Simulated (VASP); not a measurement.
CaS (Oldhamite), 2 atoms in the cell. It takes space group Fm-3m (No. 225, cubic). Conventional cell: a = 5.638 Å, b = 5.638 Å, c = 5.638 Å, α = 90.00°, β = 90.00°, γ = 90.00°. Within 3.7 Å of Ca (site symmetry m-3m) lie 6 S at 2.82 Å. S (site symmetry m-3m) has 6 Ca at 2.82 Å within 3.7 Å.  This cell differs from its parent crystal: volume scaled by 0.97.

| Item | Value |
| --- | --- |
| Program | VASP 6.6.1 |
| Task | single point |
| Functional | r2SCAN |
| Potentials or basis | VASP PAW PBE potentials, release 64 (Ca_sv, S) |
| Cutoff | 550 eV |
| k mesh | 8 × 8 × 8 |
| Occupations | gaussian, width 0.02 eV |
| Spin | no spin polarisation |
| Dipole correction | no |
| Further INCAR settings | ALGO = Normal; EDIFF = 1e-06; NBANDS = 15 |

Potentials or basis: VASP PAW PBE potentials, release 64 (Ca_sv, S).

Run with:

```sh
$ cat potpaw_PBE.64/Ca_sv/POTCAR potpaw_PBE.64/S/POTCAR > POTCAR
$ cp INCAR.step1 INCAR
$ mpirun -np 1 vasp_std > vasp.out
$ cp INCAR.step2 INCAR
$ mpirun -np 1 vasp_std > vasp.out
```

Hardware: 1 thread of Intel Xeon 6975P-C, on a shared host.

Task: How long does it take, and how much memory?

Result: It took 71 s on 1 thread of Intel Xeon 6975P-C, with other jobs on the host, peak memory 0.18 GiB. Counts: k points 29.
